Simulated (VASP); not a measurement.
# C (Fd-3m) in VASP: a series of runs

The runs below take C through vibrations by perturbation theory, with LDA.

Program: VASP 6.6.1. These are calculated values, not measurements. Logs are shortened: lines on timing, memory, paths and dates and some standing lists are left out, and cuts for length are marked.

## 1. The cell of the first run

The structure is cubic, space group Fd-3m (No. 227). The conventional cell has a = 3.527 Å, b = 3.527 Å, c = 3.527 Å, α = 90.00°, β = 90.00°, γ = 90.00°. C (site symmetry -43m) has 4 C at 1.53 Å within 2.0 Å.

## 2. Vibrations by perturbation theory, LDA

Contents of INCAR:

```
PREC = Accurate ; ENCUT = 520
EDIFF = 1E-8 ; ISMEAR = 0
SIGMA = 0.01 ; LREAL = F
LASPH = T ; NELM = 80
ALGO = Normal ; ISIF = 2
LWAVE = F ; LCHARG = T
GGA = CA ; IBRION = 8
NSW = 1
```

Contents of KPOINTS:

```
Automatic mesh
0
Gamma
  12 12 12
```

Contents of POSCAR:

```
C
1.0
    1.7634264938      1.7634264938      0.0000000000
   -1.7634264938      1.7634264938      0.0000000000
    0.0000000000      1.7634264938      1.7634264938
C
2
Direct
    0.5000000000      0.5000000000      0.0000000000
    0.7500000000      0.2500000000      0.5000000000
```

Potentials or basis: VASP PAW LDA potentials, release 64 (C).

Run with:

```bash
$ cat potpaw_LDA.64/C/POTCAR > POTCAR
$ mpirun -np 1 vasp_std > vasp.out
```

OUTCAR:

```text
PREC = Accurate
   ENCUT = 520
   EDIFF = 1E-8
   ISMEAR = 0
   LREAL = F
   LASPH = T
   NELM = 80
   ISIF = 2
   GGA = CA
   IBRION = 8
   NSW = 1

 ion  position               nearest neighbor table
   1  0.500  0.500  0.000-   2 1.53   2 1.53   2 1.53   2 1.53
   2  0.750  0.250  0.500-   1 1.53   1 1.53   1 1.53   1 1.53

  LATTYP: Found a face centered cubic cell.
 ALAT       =     3.5268529876

  Lattice vectors:

 A1 = (   0.0000000000,   1.7634264938,   1.7634264938)
 A2 = (   1.7634264938,   0.0000000000,   1.7634264938)
 A3 = (   1.7634264938,   1.7634264938,   0.0000000000)

Analysis of symmetry for initial positions (statically):
=====================================================================
 Subroutine PRICEL returns:
 Original cell was already a primitive cell.

 Routine SETGRP: Setting up the symmetry group for a
 face centered cubic supercell.

 Subroutine GETGRP returns: Found 48 space group operations
 (whereof 24 operations were pure point group operations)
 out of a pool of 48 trial point group operations.

The static configuration has the point symmetry T_d .
 The point group associated with its full space group is O_h .

Analysis of symmetry for dynamics (positions and initial velocities):
=====================================================================
 Subroutine PRICEL returns:
 Original cell was already a primitive cell.

 Routine SETGRP: Setting up the symmetry group for a
 face centered cubic supercell.

 Subroutine GETGRP returns: Found 48 space group operations
 (whereof 24 operations were pure point group operations)
 out of a pool of 48 trial point group operations.

The dynamic configuration has the point symmetry T_d .
 The point group associated with its full space group is O_h .

 Subroutine INISYM returns: Found 48 space group operations
 (whereof 24 operations are pure point group operations),
 and found     1 'primitive' translations

----------------------------------------------------------------------------------------

                                     Primitive cell

  volume of cell :      10.9674

  direct lattice vectors                    reciprocal lattice vectors
     1.763426494  1.763426494  0.000000000     0.283538895  0.283538895 -0.283538895
    -1.763426494  1.763426494  0.000000000    -0.283538895  0.283538895 -0.283538895
     0.000000000  1.763426494  1.763426494     0.000000000  0.000000000  0.567077791

  length of vectors
     2.493861664  2.493861664  2.493861664     0.491103773  0.491103773  0.567077791

  position of ions in fractional coordinates (direct lattice)
     0.500000000  0.500000000  0.000000000
     0.750000000  0.250000000  0.500000000

  ion indices of the primitive-cell ions
   primitive index   ion index
                 1           1
                 2           2

----------------------------------------------------------------------------------------

 KPOINTS: Automatic mesh

Automatic generation of k-mesh.
 Grid dimensions read from file:
 generate k-points for:   12   12   12

 Generating k-lattice:

  Cartesian coordinates                     Fractional coordinates (reciprocal lattice)
     0.023628241  0.023628241 -0.023628241     0.083333333  0.000000000  0.000000000
    -0.023628241  0.023628241 -0.023628241     0.000000000  0.083333333  0.000000000
     0.000000000  0.000000000  0.047256483     0.000000000  0.000000000  0.083333333

  Length of vectors
     0.040925314  0.040925314  0.047256483

  Shift w.r.t. Gamma in fractional coordinates (k-lattice)
     0.000000000  0.000000000  0.000000000

 Subroutine IBZKPT returns following result:
 ===========================================

 Found     72 irreducible k-points:

 Following reciprocal coordinates:
            Coordinates               Weight
  0.000000  0.000000  0.000000      1.000000
  0.083333  0.000000  0.000000      8.000000
  0.166667  0.000000  0.000000      8.000000
  0.250000  0.000000  0.000000      8.000000
  0.333333  0.000000  0.000000      8.000000
  0.416667  0.000000  0.000000      8.000000
[... 16 lines left out ...]
  0.500000  0.166667  0.000000     24.000000
 -0.416667  0.166667  0.000000     24.000000
 [... further k-points ...]
   k-points           NKPTS =     72   k-points in BZ     NKDIM =     72   number of bands    NBANDS=      8
   number of dos      NEDOS =    301   number of ions     NIONS =      2
   total plane-waves  NPLWV =   8000
   dimension x,y,z NGX =    20 NGY =   20 NGZ =   20
   dimension x,y,z NGXF=    40 NGYF=   40 NGZF=   40
   ions per type =               2
   NGX,Y,Z   is equivalent  to a cutoff of  13.33, 13.33, 13.33 a.u.
   NGXF,Y,Z  is equivalent  to a cutoff of  26.66, 26.66, 26.66 a.u.
 SYSTEM =  unknown system
   PREC   = accura    normal or accurate (medium, high low for compatibility)
   ISTART =      0    job   : 0-new  1-cont  2-samecut
   ICHARG =      2    charge: 1-file 2-atom 10-const
   ISPIN  =      1    spin polarized calculation?
   LNONCOLLINEAR =      F non collinear calculations
   LSORBIT =      F    spin-orbit coupling
   LASPH  =      T    aspherical Exc in radial PAW
   ENCUT  =  520.0 eV  38.22 Ry    6.18 a.u.   4.64  4.64  4.64*2*pi/ulx,y,z
   NELM   =     80;   NELMIN=  2; NELMDL= -5     # of ELM steps
   EDIFF  = 0.1E-07   stopping-criterion for ELM
   LREAL  =      F    real-space projection
   EDIFFG = 0.1E-06   stopping-criterion for IOM
   NSW    =      1    number of steps for IOM
   IBRION =      8    ionic relax: 0-MD 1-quasi-New 2-CG
   NFREE  =      0    steps in history (QN), initial steepest desc. (CG)
   ISIF   =      2    stress and relaxation
   ISYM   =      2    0-nonsym 1-usesym 2-fastsym
   POTIM  = 0.5000    time-step for ionic-motion
   TEBEG  =    0.0;   TEEND  =   0.0 temperature during run
   PSTRESS=    0.0 pullay stress
   NELECT =       8.0000    total number of electrons
   NUPDOWN=      -1.0000    fix difference up-down
   EMIN   =  10.00;   EMAX   =-10.00  energy-range for DOS
   EFERMI =   0.00;   METHOD = LEGACY
   ISMEAR =     0;   SIGMA  =   0.01  broadening in eV -4-tet -1-fermi 0-gaus
   EFERMI_NEDOS =   21; number of points for ismear=-14 and -15
   IALGO  =     38    algorithm
   IMIX   =      4    mixing-type and parameters
     AMIX     =   0.40;   BMIX     =  1.00
     AMIX_MAG =   1.60;   BMIX_MAG =  1.00
  volume/ion in A,a.u.               =       5.48        37.01
  Fermi-wavevector in a.u.,A,eV,Ry     =   1.473683  2.784857 29.548346  2.171742
  Thomas-Fermi vector in A             =   2.588546
   LORBIT       =      0    0 simple, 1 ext, 2 COOP (PROOUT), +10 PAW based schemes
   GGA     = CA    functional components
   LHFCALC =     F    Hartree Fock is set to
   AEXX    =    0.0000 exact exchange contribution
   IVDW    =     0    specifies the selected vdW correction
   LEPSILON=     F    determine dielectric tensor
   LRPA    =     F    only Hartree local field effects (RPA)
 non-spin polarized calculation
 Gauss-broadening in eV      SIGMA  =   0.01
  energy-cutoff  :      520.00
  volume of cell :       10.97
 maximum number of plane-waves:       307
   NGX =  9   NGY =  9   NGZ =  9

--------------------------------------- Ionic step        1  -------------------------------------------

 number of electron       7.9999998 magnetization

 Free energy of the ion-electron system (eV)
  ---------------------------------------------------
  ext. energy  EPLUGINS =         0.00000000
  ---------------------------------------------------
  free energy    TOTEN  =       -20.24438591 eV

  energy without entropy =      -20.24438591  energy(sigma->0) =      -20.24438591

 E-fermi :  10.3388     XC(G=0): -13.6635

 val. band max:       10.2236701782   @ k =   0.0000   0.0000   0.0000
 cond. band min:      14.4311155479   @ k =  -0.3333   0.3333   0.0000
 fundamental gap:      4.2074453697
 Fermi energy:        10.3388374263

 k-point     1 :       0.0000    0.0000    0.0000
  band No.  band energies     occupation
      1     -11.5498      2.00000
      2      10.2237      2.00000
      3      10.2237      2.00000
      4      10.2237      2.00000
      5      15.8613      0.00000
      6      15.8613      0.00000
      7      15.8613      0.00000
      8      24.5590      0.00000
[... 243 lines left out ...]
 k-point    24 :      -0.4167    0.1667    0.0000
  band No.  band energies     occupation
      1      -7.2705      2.00000
      2       0.2953      2.00000
      3       5.8991      2.00000
      4       6.0431      2.00000
      5      16.9763      0.00000
      6      21.3790      0.00000
      7      21.7502      0.00000
      8      23.0830      0.00000

 [... further k-points ...]
[... 5 lines left out ...]
  --------------------------------------------------------------------------------------
  -------------------------------------------------------------------------------------
  Total        0.2463650      0.2463650      0.2463650      0.0000000      0.0000000      0.0000000
  in kB       35.9904664     35.9904664     35.9904664      0.0000000      0.0000000      0.0000000
  external PRESSURE =      35.9904664 kB  Pullay stress =       0.0000000 kB

 VOLUME and BASIS-vectors are now :
 -----------------------------------------------------------------------------
  energy-cutoff  :      520.00
  volume of cell :       10.97
      direct lattice vectors                 reciprocal lattice vectors
     1.763426494  1.763426494  0.000000000     0.283538895  0.283538895 -0.283538895
    -1.763426494  1.763426494  0.000000000    -0.283538895  0.283538895 -0.283538895
     0.000000000  1.763426494  1.763426494     0.000000000  0.000000000  0.567077791

 POSITION                                       TOTAL-FORCE (eV/Angst)
 -----------------------------------------------------------------------------------
      0.00000      1.76343      0.00000        -0.000000      0.000000      0.000000
      0.88171      2.64514      0.88171         0.000000     -0.000000     -0.000000
 -----------------------------------------------------------------------------------
    total drift:                                0.000000     -0.000000      0.000000

  FREE ENERGIE OF THE ION-ELECTRON SYSTEM (eV)
  ---------------------------------------------------
  free  energy   TOTEN  =       -20.2443859086 eV

  energy  without entropy=      -20.2443859086  energy(sigma->0) =      -20.24438591

[... ionic steps 2 to 3 ...]

--------------------------------------- Ionic step        4  -------------------------------------------

 Free energy of the ion-electron system (eV)
  ---------------------------------------------------
  ---------------------------------------------------
  free energy    TOTEN  =        -0.11152522 eV

  energy without entropy =       -0.11152522

------------------------ aborting loop because EDIFF is reached ----------------------------------------

 INTERNAL STRAIN TENSOR  FOR ION    1  DIRECTION 1   (eV/Angst):
 -----------------------------------------------------------------------------
     0.01181  0.00000  0.00000
     0.00000 -0.00686  4.52205
     0.00000  4.52205 -0.00686

 INTERNAL STRAIN TENSOR FOR ION    2 for displacements in x,y,z  (eV/Angst):
          X           Y           Z          XY          YZ          ZX
  --------------------------------------------------------------------------------
  x     0.00000    -0.00000    -0.00000    -0.00000    -4.52205    -0.00000
  y    -0.00000     0.00000    -0.00000    -0.00000    -0.00000    -4.52205
  z    -0.00000    -0.00000     0.00000    -4.52205    -0.00000     0.00000

 SECOND DERIVATIVES (NOT SYMMETRIZED)
 ------------------------------------
               1X          1Y          1Z          2X          2Y          2Z
  1X   -39.134537    0.000000    0.000000   39.134537    0.000000    0.000000
  1Y     0.000000  -39.134537    0.000000    0.000000   39.134537    0.000000
  1Z     0.000000    0.000000  -39.134537    0.000000    0.000000   39.134537
  2X    39.134537    0.000000    0.000000  -39.134537    0.000000    0.000000
  2Y     0.000000   39.134537    0.000000    0.000000  -39.134537    0.000000
  2Z     0.000000    0.000000   39.134537    0.000000    0.000000  -39.134537

 Eigenvectors and eigenvalues of the dynamical matrix
 ----------------------------------------------------

   1 f  =   39.907658 THz   250.747208 2PiTHz 1331.176172 cm-1   165.044736 meV
             X         Y         Z           dx          dy          dz
      0.000000  1.763426  0.000000     0.000000   -0.707107    0.000000
      0.881713  2.645140  0.881713     0.000000    0.707107    0.000000

   2 f  =   39.907658 THz   250.747208 2PiTHz 1331.176172 cm-1   165.044736 meV
             X         Y         Z           dx          dy          dz
      0.000000  1.763426  0.000000    -0.707107    0.000000    0.000000
      0.881713  2.645140  0.881713     0.707107    0.000000    0.000000
[... 11 lines left out ...]
   5 f  =    0.000000 THz     0.000000 2PiTHz    0.000000 cm-1     0.000000 meV
             X         Y         Z           dx          dy          dz
      0.000000  1.763426  0.000000     0.000000    0.707107    0.000000
      0.881713  2.645140  0.881713     0.000000    0.707107    0.000000

   6 f  =    0.000000 THz     0.000000 2PiTHz    0.000000 cm-1     0.000000 meV
             X         Y         Z           dx          dy          dz
      0.000000  1.763426  0.000000     0.000000    0.000000    0.707107
      0.881713  2.645140  0.881713     0.000000    0.000000    0.707107

--------------------------------------------------------------------------------------------------------

 ELASTIC MODULI CONTR FROM IONIC RELAXATION (kBar)
 Direction    XX          YY          ZZ          XY          YZ          ZX
 --------------------------------------------------------------------------------
 XX          -0.0000     -0.0000     -0.0000     -0.0000     -0.0000     -0.0000
 YY          -0.0000     -0.0000     -0.0000     -0.0000     -0.0000      0.0000
 ZZ          -0.0000     -0.0000     -0.0000     -0.0000     -0.0000     -0.0000
 XY          -0.0000     -0.0000     -0.0000    -76.3341     -0.0000      0.0000
 YZ          -0.0000     -0.0000     -0.0000     -0.0000    -76.3341     -0.0000
 ZX          -0.0000      0.0000     -0.0000      0.0000     -0.0000    -76.3341
 --------------------------------------------------------------------------------
```

It took 34 s on 1 thread of Intel Xeon Platinum 8375C at 2.90GHz (Ice Lake), shared host; peak memory 0.16 GiB.

What came out:

| Quantity | Value |
| --- | --- |
| Highest phonon frequency at Γ | 1331 cm⁻¹ |

Phonon frequencies in cm⁻¹ (negative: imaginary):
```tsv
q point	frequencies
(0.000, 0.000, 0.000)	0 0 0 1331 1331 1331
```

Caveat: the cell wasn't relaxed at this level first, which shifts response properties.

## 3. Vibrations by perturbation theory, LDA

This run uses another cell than the first one, of 5.46 Å³/atom, 0.996 times its volume.

Contents of INCAR:

```
PREC = Accurate
ENCUT = 520
EDIFF = 1E-8
ISMEAR = 0
SIGMA = 0.01
LREAL = F
LASPH = T
NELM = 100
ALGO = Normal
ISIF = 2
LWAVE = F
LCHARG = T
GGA = CA
IBRION = 8
NSW = 1
```

Contents of KPOINTS:

```
regular mesh
0
Gamma
  12 12 12
```

Contents of POSCAR:

```
C
1.0
    1.7609134856      1.7609134856      0.0000000000
   -1.7609134856      1.7609134856      0.0000000000
    0.0000000000      1.7609134856      1.7609134856
C
2
Direct
    0.5000000000      0.5000000000      0.0000000000
    0.7500000000      0.2500000000      0.5000000000
```

Potentials or basis: VASP PAW LDA potentials, release 64 (C).

Run with:

```bash
$ cat potpaw_LDA.64/C/POTCAR > POTCAR
$ mpirun -np 1 vasp_std > vasp.out
```

OUTCAR:

```text
PREC = Accurate
   ENCUT = 520
   EDIFF = 1E-8
   ISMEAR = 0
   LREAL = F
   LASPH = T
   NELM = 100
   ISIF = 2
   GGA = CA
   IBRION = 8
   NSW = 1

 ion  position               nearest neighbor table
   1  0.500  0.500  0.000-   2 1.52   2 1.52   2 1.52   2 1.52
   2  0.750  0.250  0.500-   1 1.52   1 1.52   1 1.52   1 1.52

  LATTYP: Found a face centered cubic cell.
 ALAT       =     3.5218269712

  Lattice vectors:

 A1 = (   0.0000000000,   1.7609134856,   1.7609134856)
 A2 = (   1.7609134856,   0.0000000000,   1.7609134856)
 A3 = (   1.7609134856,   1.7609134856,   0.0000000000)

Analysis of symmetry for initial positions (statically):
=====================================================================
 Subroutine PRICEL returns:
 Original cell was already a primitive cell.

 Routine SETGRP: Setting up the symmetry group for a
 face centered cubic supercell.

 Subroutine GETGRP returns: Found 48 space group operations
 (whereof 24 operations were pure point group operations)
[... 487 lines left out ...]
 -----------------------------------------------------------------------------
     0.01177  0.00000  0.00000
     0.00000 -0.00686  4.76887
    -0.00000  4.76887 -0.00686

 INTERNAL STRAIN TENSOR FOR ION    2 for displacements in x,y,z  (eV/Angst):
          X           Y           Z          XY          YZ          ZX
  --------------------------------------------------------------------------------
  x     0.00000     0.00000     0.00000    -0.00000    -4.76887    -0.00000
  y     0.00000     0.00000     0.00000    -0.00000    -0.00000    -4.76887
  z     0.00000     0.00000     0.00000    -4.76887    -0.00000     0.00000

 SECOND DERIVATIVES (NOT SYMMETRIZED)
 ------------------------------------
               1X          1Y          1Z          2X          2Y          2Z
  1X   -39.469165    0.000000    0.000000   39.469165    0.000000    0.000000
  1Y     0.000000  -39.469165    0.000000    0.000000   39.469165    0.000000
  1Z     0.000000    0.000000  -39.469165    0.000000    0.000000   39.469165
  2X    39.469165    0.000000    0.000000  -39.469165    0.000000    0.000000
  2Y     0.000000   39.469165    0.000000    0.000000  -39.469165    0.000000
  2Z     0.000000    0.000000   39.469165    0.000000    0.000000  -39.469165

 Eigenvectors and eigenvalues of the dynamical matrix
 ----------------------------------------------------

   1 f  =   40.077914 THz   251.816961 2PiTHz 1336.855314 cm-1   165.748860 meV
             X         Y         Z           dx          dy          dz
      0.000000  1.760913  0.000000     0.000000   -0.707107    0.000000
      0.880457  2.641370  0.880457     0.000000    0.707107    0.000000
[... 21 lines left out ...]
   6 f  =    0.000000 THz     0.000000 2PiTHz    0.000000 cm-1     0.000000 meV
             X         Y         Z           dx          dy          dz
      0.000000  1.760913  0.000000     0.000000    0.000000    0.707107
      0.880457  2.641370  0.880457     0.000000    0.000000    0.707107

--------------------------------------------------------------------------------------------------------

 ELASTIC MODULI CONTR FROM IONIC RELAXATION (kBar)
 Direction    XX          YY          ZZ          XY          YZ          ZX
 --------------------------------------------------------------------------------
 XX           0.0000      0.0000      0.0000      0.0000      0.0000      0.0000
 YY           0.0000      0.0000      0.0000      0.0000      0.0000      0.0000
 ZZ           0.0000      0.0000      0.0000      0.0000      0.0000      0.0000
 XY           0.0000      0.0000      0.0000    -84.5355     -0.0000      0.0000
 YZ           0.0000      0.0000      0.0000     -0.0000    -84.5355     -0.0000
 ZX           0.0000      0.0000      0.0000      0.0000     -0.0000    -84.5355
 --------------------------------------------------------------------------------
```

stdout:

```text
POSCAR found type information on POSCAR C
 POSCAR found :  1 types and       2 ions
 scaLAPACK will be used
 LDA part: xc-table for (Slater(with rela. corr.)+CA(PZ))
 , standard interpolation
 POSCAR, INCAR and KPOINTS ok, starting setup
 FFT: planning ... GRIDC
 FFT: planning ... GRID_SOFT
 FFT: planning ... GRID
 WAVECAR not read
 entering main loop
 Linear response reoptimize wavefunctions to high precision
 Linear response DOF=           1
 Linear response progress:
 first order change of Fermi-energy  -0.25429E-03
 force on displaced ion       1 direction 1 : -39.469  -0.000   0.000
 Linear response finished
```

Wall time 33 s (1 thread of Intel Xeon Platinum 8375C at 2.90GHz (Ice Lake), shared host); peak memory 0.16 GiB.

What came out:

* Highest phonon frequency at Γ: 1337 cm⁻¹

Phonon frequencies in cm⁻¹ (negative: imaginary):
| q point | frequencies |
| --- | --- |
| (0.000, 0.000, 0.000) | 0 0 0 1337 1337 1337 |

Caveat: the cell wasn't relaxed at this level first, which shifts response properties.

[end of part 1 of 3]
